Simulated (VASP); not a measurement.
# ZnS (Cmc2_1) in VASP: single point with PBE

Aim: the single point of ZnS with PBE.

All numbers are computed with VASP 6.6.1; they aren't measurements. Logs are shortened: lines on timing, memory, paths and dates and some standing lists are left out, and cuts for length are marked.

## 1. The cell of the first run

The structure is orthorhombic, space group Cmc2_1 (No. 36). Conventional cell: a = 3.847 Å, b = 6.663 Å, c = 12.590 Å, α = 90.00°, β = 90.00°, γ = 90.00°. Within 3.1 Å of Zn (site symmetry m) lie 4 S at 2.35 to 2.37 Å. Within 3.1 Å of Zn (site symmetry m) lie 4 S at 2.35 to 2.37 Å. S (site symmetry m) has 4 Zn at 2.35 to 2.37 Å within 3.1 Å. S (site symmetry m) has 4 Zn at 2.35 to 2.37 Å within 3.1 Å.

## 2. Single point, PBE (atoms displaced along a vibrational mode)

Contents of INCAR:

```
SYSTEM = ZnS
PREC = Accurate
ENCUT = 520
EDIFF = 1E-6
ISMEAR = 0
SIGMA = 0.05
LREAL = .False.
LASPH = .True.
NELM = 80
ALGO = Normal
ISIF = 2
LWAVE = .False.
LCHARG = .False.
GGA = PE
NBANDS = 46
```

Contents of KPOINTS:

```
Automatic mesh
0
Gamma
  12 12 2
  0 0 0
```

Contents of POSCAR:

```
ZnS
1.0
    3.8467234474      0.0000000000      0.0000000000
   -1.9233617237      3.3313602268      0.0000000000
    0.0000000000      0.0000000000     12.5902250312
Zn S
4 4
Direct
    0.0063529483      0.0127058965      0.0000503475
   -0.0063529483     -0.0127058965      0.5000503475
    0.3513439944      0.7026879888      0.2500245131
    0.6486560056      0.2973120112      0.7500245131
    0.0162385133      0.0324770267      0.1872896980
   -0.0162385133     -0.0324770267      0.6872896980
    0.3286025643      0.6572051287      0.4376354414
    0.6713974357      0.3427948713      0.9376354414
```

Potentials or basis: VASP PAW PBE potentials, release 64 (Zn, S).

Command:

```bash
> cat potpaw_PBE.64/Zn/POTCAR potpaw_PBE.64/S/POTCAR > POTCAR
> mpirun -np 1 vasp_std > vasp.out
```

OUTCAR:

```text
SYSTEM = ZnS
   PREC = Accurate
   ENCUT = 520
   EDIFF = 1E-6
   ISMEAR = 0
   LREAL = .False.
   LASPH = .True.
   NELM = 80
   ISIF = 2
   GGA = PE

 ion  position               nearest neighbor table
   1  0.006  0.013  0.000-   8 2.35   8 2.35   5 2.36   8 2.37
   2  0.994  0.987  0.500-   7 2.35   7 2.35   6 2.36   7 2.37
   3  0.351  0.703  0.250-   5 2.35   5 2.35   7 2.37   5 2.37
   4  0.649  0.297  0.750-   6 2.35   6 2.35   8 2.37   6 2.37
   5  0.016  0.032  0.187-   3 2.35   3 2.35   1 2.36   3 2.37
   6  0.984  0.968  0.687-   4 2.35   4 2.35   2 2.36   4 2.37
   7  0.329  0.657  0.438-   2 2.35   2 2.35   2 2.37   3 2.37
   8  0.671  0.343  0.938-   1 2.35   1 2.35   1 2.37   4 2.37

  LATTYP: Found a hexagonal cell.
 ALAT       =     3.8467234474
 C/A-ratio  =     3.2729737927

  Lattice vectors:

 A1 = (   3.8467234474,   0.0000000000,   0.0000000000)
 A2 = (  -1.9233617237,   3.3313602268,   0.0000000000)
 A3 = (   0.0000000000,   0.0000000000,  12.5902250312)

Analysis of symmetry for initial positions (statically):
=====================================================================
 Subroutine PRICEL returns:
 Original cell was already a primitive cell.

 Routine SETGRP: Setting up the symmetry group for a
 hexagonal supercell.

 Subroutine GETGRP returns: Found  4 space group operations
 (whereof  2 operations were pure point group operations)
 out of a pool of 24 trial point group operations.

The static configuration has the point symmetry C_1h.
 The point group associated with its full space group is C_2v.

Analysis of symmetry for dynamics (positions and initial velocities):
=====================================================================
 Subroutine PRICEL returns:
 Original cell was already a primitive cell.

 Routine SETGRP: Setting up the symmetry group for a
 hexagonal supercell.

 Subroutine GETGRP returns: Found  4 space group operations
 (whereof  2 operations were pure point group operations)
 out of a pool of 24 trial point group operations.

The dynamic configuration has the point symmetry C_1h.
 The point group associated with its full space group is C_2v.

 Subroutine INISYM returns: Found  4 space group operations
 (whereof  2 operations are pure point group operations),
 and found     1 'primitive' translations

----------------------------------------------------------------------------------------

                                     Primitive cell

  volume of cell :     161.3415

  direct lattice vectors                    reciprocal lattice vectors
     3.846723447  0.000000000  0.000000000     0.259961501  0.150088842  0.000000000
    -1.923361724  3.331360227  0.000000000     0.000000000  0.300177685  0.000000000
     0.000000000  0.000000000 12.590225031     0.000000000  0.000000000  0.079426698

  length of vectors
     3.846723447  3.846723447 12.590225031     0.300177685  0.300177685  0.079426698

  position of ions in fractional coordinates (direct lattice)
     0.006352948  0.012705897  0.000050348
     0.993647052  0.987294103  0.500050348
     0.351343994  0.702687989  0.250024513
     0.648656006  0.297312011  0.750024513
     0.016238513  0.032477027  0.187289698
     0.983761487  0.967522973  0.687289698
     0.328602564  0.657205129  0.437635441
     0.671397436  0.342794871  0.937635441

  ion indices of the primitive-cell ions
   primitive index   ion index
                 1           1
                 2           2
                 3           3
                 4           4
                 5           5
                 6           6
                 7           7
                 8           8

----------------------------------------------------------------------------------------

 KPOINTS: Automatic mesh

Automatic generation of k-mesh.
 Grid dimensions read from file:
 generate k-points for:   12   12    2

 Generating k-lattice:

  Cartesian coordinates                     Fractional coordinates (reciprocal lattice)
     0.021663458  0.012507404  0.000000000     0.083333333  0.000000000  0.000000000
     0.000000000  0.025014807  0.000000000     0.000000000  0.083333333  0.000000000
     0.000000000  0.000000000  0.039713349     0.000000000  0.000000000  0.500000000

  Length of vectors
     0.025014807  0.025014807  0.039713349

  Shift w.r.t. Gamma in fractional coordinates (k-lattice)
     0.000000000  0.000000000  0.000000000

 Subroutine IBZKPT returns following result:
 ===========================================

 Found     86 irreducible k-points:

 Following reciprocal coordinates:
            Coordinates               Weight
  0.000000  0.000000  0.000000      1.000000
  0.083333  0.000000  0.000000      4.000000
  0.000000  0.083333  0.000000      2.000000
  0.166667  0.000000  0.000000      4.000000
  0.000000  0.166667  0.000000      2.000000
  0.250000  0.000000  0.000000      4.000000
[... 16 lines left out ...]
 -0.083333  0.416667  0.000000      4.000000
 -0.416667  0.333333  0.000000      4.000000
 [... further k-points ...]
   k-points           NKPTS =     86   k-points in BZ     NKDIM =     86   number of bands    NBANDS=     46
   number of dos      NEDOS =    301   number of ions     NIONS =      8
   total plane-waves  NPLWV =  86400
   dimension x,y,z NGX =    30 NGY =   30 NGZ =   96
   dimension x,y,z NGXF=    60 NGYF=   60 NGZF=  192
   ions per type =               4   4
   NGX,Y,Z   is equivalent  to a cutoff of  12.97, 12.97, 12.68 a.u.
   NGXF,Y,Z  is equivalent  to a cutoff of  25.93, 25.93, 25.35 a.u.
 SYSTEM =  ZnS
   PREC   = accura    normal or accurate (medium, high low for compatibility)
   ISTART =      0    job   : 0-new  1-cont  2-samecut
   ICHARG =      2    charge: 1-file 2-atom 10-const
   ISPIN  =      1    spin polarized calculation?
   LNONCOLLINEAR =      F non collinear calculations
   LSORBIT =      F    spin-orbit coupling
   LASPH  =      T    aspherical Exc in radial PAW
   ENCUT  =  520.0 eV  38.22 Ry    6.18 a.u.   7.15  7.15 23.41*2*pi/ulx,y,z
   NELM   =     80;   NELMIN=  2; NELMDL= -5     # of ELM steps
   EDIFF  = 0.1E-05   stopping-criterion for ELM
   LREAL  =      F    real-space projection
   EDIFFG = 0.1E-04   stopping-criterion for IOM
   NSW    =      0    number of steps for IOM
   IBRION =     -1    ionic relax: 0-MD 1-quasi-New 2-CG
   NFREE  =      0    steps in history (QN), initial steepest desc. (CG)
   ISIF   =      2    stress and relaxation
   ISYM   =      2    0-nonsym 1-usesym 2-fastsym
   POTIM  = 0.5000    time-step for ionic-motion
   TEBEG  =    0.0;   TEEND  =   0.0 temperature during run
   PSTRESS=    0.0 pullay stress
   NELECT =      72.0000    total number of electrons
   NUPDOWN=      -1.0000    fix difference up-down
   EMIN   =  10.00;   EMAX   =-10.00  energy-range for DOS
   EFERMI =   0.00;   METHOD = LEGACY
   ISMEAR =     0;   SIGMA  =   0.05  broadening in eV -4-tet -1-fermi 0-gaus
   EFERMI_NEDOS =   21; number of points for ismear=-14 and -15
   IALGO  =     38    algorithm
   IMIX   =      4    mixing-type and parameters
     AMIX     =   0.40;   BMIX     =  1.00
     AMIX_MAG =   1.60;   BMIX_MAG =  1.00
  volume/ion in A,a.u.               =      20.17       136.10
  Fermi-wavevector in a.u.,A,eV,Ry     =   1.251037  2.364118 21.294406  1.565095
  Thomas-Fermi vector in A             =   2.385004
   LORBIT       =      0    0 simple, 1 ext, 2 COOP (PROOUT), +10 PAW based schemes
   GGA     = PE    functional components
   LHFCALC =     F    Hartree Fock is set to
   AEXX    =    0.0000 exact exchange contribution
   IVDW    =     0    specifies the selected vdW correction
   LEPSILON=     F    determine dielectric tensor
   LRPA    =     F    only Hartree local field effects (RPA)
 non-spin polarized calculation
 Gauss-broadening in eV      SIGMA  =   0.05
  energy-cutoff  :      520.00
  volume of cell :      161.34
 maximum number of plane-waves:      4389
 NGX is ok and might be reduce to    30
   NGX = 15   NGY = 15   NGZ = 47

 number of electron      72.0000006 magnetization

 Free energy of the ion-electron system (eV)
  ---------------------------------------------------
  ext. energy  EPLUGINS =         0.00000000
  ---------------------------------------------------
  free energy    TOTEN  =       -27.38283268 eV

  energy without entropy =      -27.38283268  energy(sigma->0) =      -27.38283268

 E-fermi :   2.1882     XC(G=0):  -9.5249

 val. band max:        1.9172738876   @ k =   0.0000   0.0000   0.0000
 cond. band min:       3.9572671146   @ k =   0.0000   0.0000   0.0000
 fundamental gap:      2.0399932270
 Fermi energy:         2.1882034560

 k-point     1 :       0.0000    0.0000    0.0000
  band No.  band energies     occupation
      1     -11.0873      2.00000
      2     -10.6882      2.00000
      3     -10.6728      2.00000
      4     -10.1977      2.00000
      5      -4.3476      2.00000
      6      -4.3460      2.00000
[... 38 lines left out ...]
     45       8.6149      0.00000
     46       8.6866      0.00000

 k-point     2 :       0.0833    0.0000    0.0000
  band No.  band energies     occupation
      1     -11.0420      2.00000
      2     -10.6508      2.00000
      3     -10.6352      2.00000
      4     -10.1723      2.00000
      5      -4.3486      2.00000
      6      -4.3390      2.00000
[... 38 lines left out ...]
     45       8.4926      0.00000
     46       8.7775      0.00000

 k-point     3 :       0.0000    0.0833    0.0000
  band No.  band energies     occupation
      1     -11.0421      2.00000
      2     -10.6509      2.00000
      3     -10.6354      2.00000
      4     -10.1726      2.00000
      5      -4.3386      2.00000
      6      -4.3386      2.00000
[... 1018 lines left out ...]
     45       8.9766      0.00000
     46       9.3728      0.00000

 k-point    24 :      -0.4167    0.3333    0.0000
  band No.  band energies     occupation
      1     -10.3659      2.00000
      2     -10.1514      2.00000
      3     -10.1269      2.00000
      4      -9.9048      2.00000
      5      -4.3422      2.00000
      6      -4.2903      2.00000
[... 38 lines left out ...]
     45       8.9235      0.00000
     46       9.4085      0.00000

 [... further k-points ...]

------------------------ aborting loop because EDIFF is reached ----------------------------------------

  FORCE on cell =-STRESS in cart. coord.  units (eV):
  Direction    XX          YY          ZZ          XY          YZ          ZX
  --------------------------------------------------------------------------------------
  -------------------------------------------------------------------------------------
  Total        0.1992776      0.1059740      0.0883149      0.0000000      0.0000000      0.0000000
  in kB        1.9788961      1.0523587      0.8769983      0.0000000      0.0000000      0.0000000
  external PRESSURE =       1.3027510 kB  Pullay stress =       0.0000000 kB

 VOLUME and BASIS-vectors are now :
 -----------------------------------------------------------------------------
  energy-cutoff  :      520.00
  volume of cell :      161.34
      direct lattice vectors                 reciprocal lattice vectors
     3.846723447  0.000000000  0.000000000     0.259961501  0.150088842  0.000000000
    -1.923361724  3.331360227  0.000000000     0.000000000  0.300177685  0.000000000
     0.000000000  0.000000000 12.590225031     0.000000000  0.000000000  0.079426698

 POSITION                                       TOTAL-FORCE (eV/Angst)
 -----------------------------------------------------------------------------------
      0.00000      0.04233      0.00063         0.000000     -0.028359      0.006297
      1.92336      3.28903      6.29575         0.000000      0.028359      0.006297
     -0.00000      2.34091      3.14786         0.000000     -0.088391      0.016622
      1.92336      0.99045      9.44298         0.000000      0.088391      0.016622
     -0.00000      0.10819      2.35802         0.000000     -0.040196     -0.002535
      1.92336      3.22317      8.65313         0.000000      0.040196     -0.002535
     -0.00000      2.18939      5.50993         0.000000      0.017182     -0.020385
      1.92336      1.14197     11.80504         0.000000     -0.017182     -0.020385
 -----------------------------------------------------------------------------------
    total drift:                                0.000001      0.000000      0.000525

  FREE ENERGIE OF THE ION-ELECTRON SYSTEM (eV)
  ---------------------------------------------------
  free  energy   TOTEN  =       -27.3828326780 eV

  energy  without entropy=      -27.3828326780  energy(sigma->0) =      -27.38283268
```

Run time: 6.2 min. Hardware: 1 thread of Intel Xeon 6975P-C (Granite Rapids), shared host; peak memory 0.59 GiB.

What came out:

```
Free energy            : -27.3828 eV
Pressure               : 0.1 GPa
Largest force          : 0.090 eV/Å
Band gap on the k mesh : 2.04 eV
```

Forces on the atoms (eV/Å):
```
Zn   0.000 -0.028  0.006
Zn   0.000  0.028  0.006
Zn   0.000 -0.088  0.017
Zn   0.000  0.088  0.017
S    0.000 -0.040 -0.003
S    0.000  0.040 -0.003
S    0.000  0.017 -0.020
S    0.000 -0.017 -0.020
```

Levels at points of the mesh, in eV from the valence-band top:
| k point | band 34 | band 35 | band 36 | band 37 | band 38 | band 39 |
| --- | --- | --- | --- | --- | --- | --- |
| (0.00, 0.00, 0.00) | -0.03 | -0.02 | 0.00 | 2.04 | 3.16 | 3.33 |
| (0.50, 0.00, 0.00) | -1.54 | -1.06 | -0.85 | 3.25 | 3.41 | 3.80 |
| (0.00, 0.50, 0.00) | -1.48 | -1.06 | -0.85 | 3.31 | 3.34 | 3.71 |
| (0.00, 0.00, 0.50) | -0.16 | -0.14 | -0.14 | 2.89 | 2.89 | 3.27 |
| (0.50, 0.00, 0.50) | -1.47 | -1.06 | -1.06 | 3.70 | 3.70 | 4.00 |
| (0.00, 0.50, 0.50) | -1.42 | -1.07 | -1.07 | 3.65 | 3.65 | 4.00 |

Caveat: the cell differs from its parent crystal (atoms displaced along a vibrational mode).
